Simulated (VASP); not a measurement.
Here is a VASP 6.6.1 calculation.

INCAR

```
  ALGO = Normal
  EDIFF = 1E-6
  EDIFFG = -0.01
  ENCUT = 600
  GGA = PE
  IBRION = 2
  ISIF = 4
  ISMEAR = 0
  LASPH = True
  LCHARG = False
  LREAL = False
  LWAVE = False
  NELM = 80
  NSW = 60
  PREC = Accurate
  SIGMA = 0.05
```

Contents of KPOINTS:

```
k-points
0
Gamma
  10 10 6
```

Contents of POSCAR:

```
Sb2Pt
1.0
    4.1125020263      0.0000000000      0.0000000000
   -2.0562510131      3.5615312279      0.0000000000
    0.0000000000      0.0000000000      5.2970248725
Pt Sb
1 2
Direct
    0.0000000000      0.0000000000      0.0000000000
    0.3333333333      0.6666666667      0.2541960188
    0.6666666667      0.3333333333      0.7458039812
```

Potentials or basis: VASP PAW PBE potentials, release 64 (Pt, Sb).

Launch:

```console
$ cat potpaw_PBE.64/Pt/POTCAR potpaw_PBE.64/Sb/POTCAR > POTCAR
$ mpirun -np 1 vasp_std > vasp.out
```

(1) Predict the band gap on the k mesh.

## Answers

(1) zero (bands 10 and 11 overlap by 2.99 eV).

Caveat: spin-orbit coupling is left out, which moves the levels of the heavy elements.
